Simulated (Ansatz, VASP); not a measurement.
# One calculation of TlF3, two programs

File INCAR:

```
SYSTEM = TlF3
ALGO = Normal
EDIFF = 1E-6
ENCUT = 520
GGA = PE
ISIF = 2
ISMEAR = 0
LASPH = .True.
LCHARG = .False.
LREAL = .False.
LWAVE = .False.
NBANDS = 25
NELM = 100
PREC = Accurate
SIGMA = 0.01
```

File KPOINTS:

```
k-points
0
Gamma
  1 1 1
  0 0 0
```

Contents of POSCAR:

```
TlF3
1.0
   11.9000000000      0.0000000000      0.0000000000
    0.0000000000      9.0000000000      0.0000000000
    0.0000000000      0.0000000000     12.6200000000
Tl F
1 3
Direct
    0.4518411800      0.5000000000      0.4998296400
    0.3781512600      0.5000000000      0.6430816200
    0.3781512600      0.5000000000      0.3565768600
    0.6214554600      0.5000000000      0.4998296400
```

Input for Ansatz:

```yaml
crystal:
  lattice:
    - [11.9, 0.0, 0.0]
    - [0.0, 9.0, 0.0]
    - [0.0, 0.0, 12.62]
  atoms:
    - { symbol: Tl, position: [0.45184118, 0.5, 0.49982964] }
    - { symbol: F, position: [0.37815126, 0.5, 0.64308162] }
    - { symbol: F, position: [0.37815126, 0.5, 0.35657686] }
    - { symbol: F, position: [0.62145546, 0.5, 0.49982964] }
basis:
  ecutwfc: 420
  ecutrho_ratio: 4
kpoints:
  mp_grid: { grid: [1, 1, 1] }
hamiltonian:
  xc: pbe
scf:
  occupations: { method: gaussian, width: 0.01 }
output:
  forces: true
  eigenvalues: true
  populations: true
```

Alike in both runs: task single point; functional PBE; k mesh 1 × 1 × 1; occupations gaussian, width 0.01 eV; no spin polarisation.

|  | VASP | Ansatz |
| --- | --- | --- |
| version | VASP 6.6.1 | Ansatz 0.2.0 |
| potentials or method | VASP PAW PBE potentials, release 64 (Tl_d, F), cutoff 520 eV | scalar-relativistic, plane waves, PAW |
| valence electrons in the cell | 34 | 34 |

VASP gave:

- gap on the k mesh at the Fermi level (eV): 3.34
- rms of the force components (eV/Å): 0.183

**Question.** What did Ansatz give for the same quantities?

**Answer.** gap on the k mesh at the Fermi level (eV): 3.37; rms of the force components (eV/Å): 0.129.

Atom by atom the forces differ by 0.055 eV/Å (rms over components). Ansatz's warnings: structure snapped to symmetry.

Neither program's run includes spin-orbit coupling.
